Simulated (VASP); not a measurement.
Write the native input for VASP 6.6.1 that does the following.

| Property | Result |
| --- | --- |
| Task | single point |
| Functional | PBE |
| Dispersion | D3(BJ) |
| Potentials or basis | VASP PAW PBE potentials, release 64 (Bi_d, Te) |
| Cutoff | 520 eV |
| k mesh | 9 × 9 × 9 |
| Occupations | gaussian, width 0.01 eV |
| Spin | no spin polarisation |
| Dipole correction | no |
| Further INCAR settings | ALGO = Fast; EDIFF = 1e-06; NBANDS = 32 |

The structure of Bi2Te3 lies in POSCAR:

```
Bi2Te3
1.0
    2.1935523329      1.2664480299     10.0971243024
   -2.1935523329      1.2664480299     10.0971243024
    0.0000000000     -2.5328960598     10.0971243024
Bi Te
2 3
Direct
    0.4001377769      0.4001377769      0.4001377769
    0.5998622231      0.5998622231      0.5998622231
    0.0000000000      0.0000000000      0.0000000000
    0.2093664495      0.2093664495      0.2093664495
    0.7906335505      0.7906335505      0.7906335505
```

The input as run:

INCAR

```
SYSTEM = Bi2Te3
PREC = Accurate
ENCUT = 520
EDIFF = 1E-6
ISMEAR = 0
SIGMA = 0.01
LREAL = .False.
LASPH = .True.
NELM = 100
ALGO = Fast
ISIF = 2
LWAVE = .False.
LCHARG = .False.
GGA = PE
IVDW = 12
NBANDS = 32
```

KPOINTS

```
regular mesh
0
Gamma
  9 9 9
  0 0 0
```

Potentials or basis: VASP PAW PBE potentials, release 64 (Bi_d, Te).

Launch:

```console
$ cat potpaw_PBE.64/Bi_d/POTCAR potpaw_PBE.64/Te/POTCAR > POTCAR
$ mpirun -np 1 vasp_std > vasp.out
```

Results of the run:

```
Pressure                   : 0.0 GPa
Largest force              : 0.013 eV/Å
Band gap on the k mesh     : 0.25 eV
Dispersion energy per atom : -0.451 eV
```

Caveat: spin-orbit coupling is left out, which moves the levels of the heavy elements; an odd mesh through Γ misses points on the zone boundary, where band edges can lie.

It took 54 min on 1 thread of Intel(R) Xeon(R) Platinum 8488C (Sapphire Rapids), on a shared host, peak memory 1.1 GiB.
